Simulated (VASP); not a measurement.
Here is a VASP 6.6.1 calculation.

Contents of INCAR:

```
SYSTEM = Sb
PREC     = Accurate       ! precision mode
ENCUT    = 520            ! plane-wave cutoff, eV
EDIFF    = 1E-6           ! SCF threshold, eV
ISMEAR   = -1             ! smearing method
SIGMA    = 0.0689         ! smearing width, eV
LREAL    = Auto         
LASPH    = .True.         ! aspherical terms in the spheres
NELM     = 100            ! most SCF steps
ALGO     = Normal         ! electronic algorithm
ISIF     = 2              ! what is computed and relaxed
LWAVE    = .False.        ! write WAVECAR
LCHARG   = .False.        ! write CHGCAR
GGA      = PS             ! functional
NBANDS   = 54             ! bands
ISYM     = 0
```

The input KPOINTS:

```
Automatic mesh
0
Gamma
  2 2 2
  0.5 0.5 0.5
```

POSCAR

```
Sb
1.0
   -6.3200000000      6.3200000000      0.0000000000
   -6.3200000000      0.0000000000      6.3200000000
    0.0000000000      6.3200000000      6.3200000000
Sb
16
Direct
    0.7500000000      0.7500000000      0.2500000000
    0.7500000000      0.7500000000      0.7500000000
    0.5000000000      0.5000000000      0.0000000000
    0.2500000000      0.7500000000      0.2500000000
    0.7500000000      0.2500000000      0.2500000000
    0.5000000000      0.5000000000      0.5000000000
    0.2500000000      0.7500000000      0.7500000000
    0.7500000000      0.2500000000      0.7500000000
    0.0000000000      0.5000000000      0.0000000000
    0.5000000000      0.0000000000      0.0000000000
    0.2500000000      0.2500000000      0.2500000000
    0.0000000000      0.5000000000      0.5000000000
    0.5000000000      0.0000000000      0.5000000000
    0.2500000000      0.2500000000      0.7500000000
    0.0000000000      0.0000000000      0.0000000000
    0.0000000000      0.0000000000      0.5000000000
```

Potentials or basis: VASP PAW PBE potentials, release 64 (Sb).

Launch:

```bash
$ cat potpaw_PBE.64/Sb/POTCAR > POTCAR
$ mpirun -np 1 vasp_std > vasp.out
```

(1) What does it give for the pressure?

(2) Estimate the band gap on the k mesh.

Results:

(1) -5.1 GPa.

(2) 0.27 eV.

Caveat: the PAW data sets were made with another functional, which shifts forces and pressure a little; spin-orbit coupling is left out, which moves the levels of the heavy elements.
